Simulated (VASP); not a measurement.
# GaSb (F-43m) in VASP: notebook

Runs on GaSb. Level: PBE. Tasks: electric field gradients.

Everything below comes from runs of VASP 6.6.1. Logs are shortened: lines on timing, memory, paths and dates and some standing lists are left out, and cuts for length are marked.

**1. The cell of the first run**

The structure is cubic, space group F-43m (No. 216). The conventional cell has a = 5.994 Å, b = 5.994 Å, c = 5.994 Å, α = 90.00°, β = 90.00°, γ = 90.00°. Within 3.4 Å of Ga (site symmetry -43m) lie 4 Sb at 2.60 Å. Sb (site symmetry -43m) has 4 Ga at 2.60 Å within 3.4 Å.

**2. Electric field gradients, PBE (volume scaled by 0.9405)**

File INCAR:

```
SYSTEM = GaSb
PREC = Accurate ; ENCUT = 520
EDIFF = 1E-8 ; ISMEAR = -1
SIGMA = 0.05 ; LREAL = .False.
LASPH = .True. ; NELM = 100
ALGO = Normal ; ISIF = 2
LWAVE = .False. ; LCHARG = .False.
GGA = PE ; LEFG = .True.
NBANDS = 16
```

File KPOINTS:

```
Automatic mesh
0
Gamma
  9 9 9
  0 0 0
```

File POSCAR:

```
GaSb
1.0
    0.0000000000      2.9970851163      2.9970851163
    2.9970851163      0.0000000000      2.9970851163
    2.9970851163      2.9970851163      0.0000000000
Ga Sb
1 1
Direct
    0.0000000000      0.0000000000      0.0000000000
    0.7500000000      0.7500000000      0.7500000000
```

Potentials or basis: VASP PAW PBE potentials, release 64 (Ga_d, Sb).

The run is started by

```
cat potpaw_PBE.64/Ga_d/POTCAR potpaw_PBE.64/Sb/POTCAR > POTCAR
mpirun -np 1 vasp_std > vasp.out
```

OUTCAR:

```text
SYSTEM = GaSb
   PREC = Accurate
   ENCUT = 520
   EDIFF = 1E-8
   ISMEAR = -1
   LREAL = .False.
   LASPH = .True.
   NELM = 100
   ISIF = 2
   GGA = PE

 ion  position               nearest neighbor table
   1  0.000  0.000  0.000-   2 2.60   2 2.60   2 2.60   2 2.60
   2  0.750  0.750  0.750-   1 2.60   1 2.60   1 2.60   1 2.60

  LATTYP: Found a face centered cubic cell.
 ALAT       =     5.9941702326

  Lattice vectors:

 A1 = (   0.0000000000,   2.9970851163,   2.9970851163)
 A2 = (   2.9970851163,   0.0000000000,   2.9970851163)
 A3 = (   2.9970851163,   2.9970851163,   0.0000000000)

Analysis of symmetry for initial positions (statically):
=====================================================================
 Subroutine PRICEL returns:
 Original cell was already a primitive cell.

 Routine SETGRP: Setting up the symmetry group for a
 face centered cubic supercell.

 Subroutine GETGRP returns: Found 24 space group operations
 (whereof 24 operations were pure point group operations)
 out of a pool of 48 trial point group operations.

The static configuration has the point symmetry T_d .

Analysis of symmetry for dynamics (positions and initial velocities):
=====================================================================
 Subroutine PRICEL returns:
 Original cell was already a primitive cell.

 Routine SETGRP: Setting up the symmetry group for a
 face centered cubic supercell.

 Subroutine GETGRP returns: Found 24 space group operations
 (whereof 24 operations were pure point group operations)
 out of a pool of 48 trial point group operations.

The dynamic configuration has the point symmetry T_d .

 Subroutine INISYM returns: Found 24 space group operations
 (whereof 24 operations are pure point group operations),
 and found     1 'primitive' translations

----------------------------------------------------------------------------------------

                                     Primitive cell

  volume of cell :      53.8427

  direct lattice vectors                    reciprocal lattice vectors
     0.000000000  2.997085116  2.997085116    -0.166828762  0.166828762  0.166828762
     2.997085116  0.000000000  2.997085116     0.166828762 -0.166828762  0.166828762
     2.997085116  2.997085116  0.000000000     0.166828762  0.166828762 -0.166828762

  length of vectors
     4.238518419  4.238518419  4.238518419     0.288955892  0.288955892  0.288955892

  position of ions in fractional coordinates (direct lattice)
     0.000000000  0.000000000  0.000000000
     0.750000000  0.750000000  0.750000000

  ion indices of the primitive-cell ions
   primitive index   ion index
                 1           1
                 2           2

----------------------------------------------------------------------------------------

 KPOINTS: Automatic mesh

Automatic generation of k-mesh.
 Grid dimensions read from file:
 generate k-points for:    9    9    9

 Generating k-lattice:

  Cartesian coordinates                     Fractional coordinates (reciprocal lattice)
    -0.018536529  0.018536529  0.018536529     0.111111111  0.000000000  0.000000000
     0.018536529 -0.018536529  0.018536529     0.000000000  0.111111111  0.000000000
     0.018536529  0.018536529 -0.018536529     0.000000000  0.000000000  0.111111111

  Length of vectors
     0.032106210  0.032106210  0.032106210

  Shift w.r.t. Gamma in fractional coordinates (k-lattice)
     0.000000000  0.000000000  0.000000000

 Subroutine IBZKPT returns following result:
 ===========================================

 Found     35 irreducible k-points:

 Following reciprocal coordinates:
            Coordinates               Weight
  0.000000  0.000000  0.000000      1.000000
  0.111111  0.000000  0.000000      8.000000
  0.222222  0.000000  0.000000      8.000000
  0.333333  0.000000  0.000000      8.000000
  0.444444  0.000000  0.000000      8.000000
  0.111111  0.111111  0.000000      6.000000
[... 16 lines left out ...]
 -0.333333  0.333333  0.000000     12.000000
  0.444444  0.444444  0.000000      6.000000
 [... further k-points ...]
   k-points           NKPTS =     35   k-points in BZ     NKDIM =     35   number of bands    NBANDS=     16
   number of dos      NEDOS =    301   number of ions     NIONS =      2
   total plane-waves  NPLWV =  32768
   dimension x,y,z NGX =    32 NGY =   32 NGZ =   32
   dimension x,y,z NGXF=    64 NGYF=   64 NGZF=   64
   ions per type =               1   1
   NGX,Y,Z   is equivalent  to a cutoff of  12.55, 12.55, 12.55 a.u.
   NGXF,Y,Z  is equivalent  to a cutoff of  25.10, 25.10, 25.10 a.u.
 SYSTEM =  GaSb
   PREC   = accura    normal or accurate (medium, high low for compatibility)
   ISTART =      0    job   : 0-new  1-cont  2-samecut
   ICHARG =      2    charge: 1-file 2-atom 10-const
   ISPIN  =      1    spin polarized calculation?
   LNONCOLLINEAR =      F non collinear calculations
   LSORBIT =      F    spin-orbit coupling
   LASPH  =      T    aspherical Exc in radial PAW
   ENCUT  =  520.0 eV  38.22 Ry    6.18 a.u.   7.88  7.88  7.88*2*pi/ulx,y,z
   NELM   =    100;   NELMIN=  2; NELMDL= -5     # of ELM steps
   EDIFF  = 0.1E-07   stopping-criterion for ELM
   LREAL  =      F    real-space projection
   EDIFFG = 0.1E-06   stopping-criterion for IOM
   NSW    =      0    number of steps for IOM
   IBRION =     -1    ionic relax: 0-MD 1-quasi-New 2-CG
   NFREE  =      0    steps in history (QN), initial steepest desc. (CG)
   ISIF   =      2    stress and relaxation
   ISYM   =      2    0-nonsym 1-usesym 2-fastsym
   POTIM  = 0.5000    time-step for ionic-motion
   TEBEG  =    0.0;   TEEND  =   0.0 temperature during run
   PSTRESS=    0.0 pullay stress
   NELECT =      18.0000    total number of electrons
   NUPDOWN=      -1.0000    fix difference up-down
   EMIN   =  10.00;   EMAX   =-10.00  energy-range for DOS
   EFERMI =   0.00;   METHOD = LEGACY
   ISMEAR =    -1;   SIGMA  =   0.05  broadening in eV -4-tet -1-fermi 0-gaus
   EFERMI_NEDOS =   21; number of points for ismear=-14 and -15
   IALGO  =     38    algorithm
   IMIX   =      4    mixing-type and parameters
     AMIX     =   0.40;   BMIX     =  1.00
     AMIX_MAG =   1.60;   BMIX_MAG =  1.00
  volume/ion in A,a.u.               =      26.92       181.67
  Fermi-wavevector in a.u.,A,eV,Ry     =   1.136205  2.147116 17.564593  1.290961
  Thomas-Fermi vector in A             =   2.272910
   LORBIT       =      0    0 simple, 1 ext, 2 COOP (PROOUT), +10 PAW based schemes
   GGA     = PE    functional components
   LHFCALC =     F    Hartree Fock is set to
   AEXX    =    0.0000 exact exchange contribution
   IVDW    =     0    specifies the selected vdW correction
   LEPSILON=     F    determine dielectric tensor
   LRPA    =     F    only Hartree local field effects (RPA)
 non-spin polarized calculation
  energy-cutoff  :      520.00
  volume of cell :       53.84
 maximum number of plane-waves:      1469
   NGX = 15   NGY = 15   NGZ = 15

 number of electron      18.0000008 magnetization

 Free energy of the ion-electron system (eV)
  ---------------------------------------------------
  ext. energy  EPLUGINS =         0.00000000
  ---------------------------------------------------
  free energy    TOTEN  =        -7.25915262 eV

  energy without entropy =       -7.25910920  energy(sigma->0) =       -7.25913091

 E-fermi :   5.7647     XC(G=0):  -9.3600

 val. band max:        5.5202689783   @ k =   0.0000   0.0000   0.0000
 cond. band min:       6.0044073798   @ k =   0.0000   0.0000   0.0000
 fundamental gap:      0.4841384015
 Fermi energy:         5.7647448909

 k-point     1 :       0.0000    0.0000    0.0000
  band No.  band energies     occupation
      1      -9.6486      2.00000
      2      -9.6486      2.00000
      3      -9.6486      2.00000
      4      -9.5887      2.00000
      5      -9.5887      2.00000
      6      -6.4010      2.00000
[... 8 lines left out ...]
     15      14.2283      0.00000
     16      14.2283      0.00000

 k-point     2 :       0.1111    0.0000    0.0000
  band No.  band energies     occupation
      1      -9.6530      2.00000
      2      -9.6468      2.00000
      3      -9.6468      2.00000
      4      -9.5889      2.00000
      5      -9.5889      2.00000
      6      -6.2644      2.00000
[... 8 lines left out ...]
     15      13.4515      0.00000
     16      13.4515      0.00000
[... 387 lines left out ...]
      5      -9.5887      2.00000
      6      -3.9732      2.00000
[... 8 lines left out ...]
     15      13.6901      0.00000
     16      17.8068      0.00000

 k-point    24 :       0.4444    0.4444    0.0000
  band No.  band energies     occupation
      1      -9.7034      2.00000
      2      -9.6187      2.00000
      3      -9.6187      2.00000
      4      -9.6039      2.00000
      5      -9.5840      2.00000
      6      -3.9048      2.00000
[... 8 lines left out ...]
     15      16.8017      0.00000
     16      17.1767      0.00000

 [... further k-points ...]
[... 5 lines left out ...]
  --------------------------------------------------------------------------------------
  -------------------------------------------------------------------------------------
  Total        2.1274066      2.1274066      2.1274066     -0.0000000     -0.0000000     -0.0000000
  in kB       63.3043943     63.3043943     63.3043943     -0.0000000     -0.0000000     -0.0000000
  external PRESSURE =      63.3043943 kB  Pullay stress =       0.0000000 kB

 VOLUME and BASIS-vectors are now :
 -----------------------------------------------------------------------------
  energy-cutoff  :      520.00
  volume of cell :       53.84
      direct lattice vectors                 reciprocal lattice vectors
     0.000000000  2.997085116  2.997085116    -0.166828762  0.166828762  0.166828762
     2.997085116  0.000000000  2.997085116     0.166828762 -0.166828762  0.166828762
     2.997085116  2.997085116  0.000000000     0.166828762  0.166828762 -0.166828762

 POSITION                                       TOTAL-FORCE (eV/Angst)
 -----------------------------------------------------------------------------------
      0.00000      0.00000      0.00000        -0.000000     -0.000000     -0.000000
      4.49563      4.49563      4.49563         0.000000      0.000000      0.000000
 -----------------------------------------------------------------------------------
    total drift:                               -0.000002     -0.000002     -0.000002

  FREE ENERGIE OF THE ION-ELECTRON SYSTEM (eV)
  ---------------------------------------------------
  free  energy   TOTEN  =        -7.2591526187 eV

  energy  without entropy=       -7.2591091995  energy(sigma->0) =       -7.25913091

 Electric field gradients (V/A^2)
---------------------------------------------------------------------
 ion       V_xx      V_yy      V_zz      V_xy      V_xz      V_yz
---------------------------------------------------------------------
   1       0.000    -0.000     0.000    -0.004    -0.004    -0.004
   2      -0.000     0.000    -0.000     0.000     0.000     0.000
---------------------------------------------------------------------

 Electric field gradients after diagonalization (V/A^2)
 (convention: |V_zz| > |V_xx| > |V_yy|)
----------------------------------------------------------------------
 ion       V_xx      V_yy      V_zz     asymmetry (V_yy - V_xx)/ V_zz
----------------------------------------------------------------------
   1       0.004     0.004    -0.007       0.000
   2      -0.000    -0.000     0.000       0.000
----------------------------------------------------------------------

           NMR quadrupolar parameters

 Cq : quadrupolar parameter    Cq=e*Q*V_zz/h
 eta: asymmetry parameters     (V_yy - V_xx)/ V_zz
 Q  : nuclear electric quadrupole moment in mb (millibarn)
----------------------------------------------------------------------
 ion       Cq(MHz)       eta       Q (mb)
----------------------------------------------------------------------
   1      -0.000       0.000       1.000
   2       0.000       0.000       1.000
----------------------------------------------------------------------
```

Wall time 39 s (1 thread of Intel Xeon Platinum 8375C at 2.90GHz (Ice Lake), shared host); peak memory 0.19 GiB.

Results:

```yaml
Free_energy: -7.2592 eV
Pressure: 6.3 GPa
Band_gap_on_the_k_mesh: 0.48 eV, direct
```

Caveat: without QUAD_EFG the Cq values of the log hold for a quadrupole moment of 1 mb, not for the nuclei; spin-orbit coupling is left out, which moves the levels of the heavy elements.

(Part 1 of 3 ends here.)
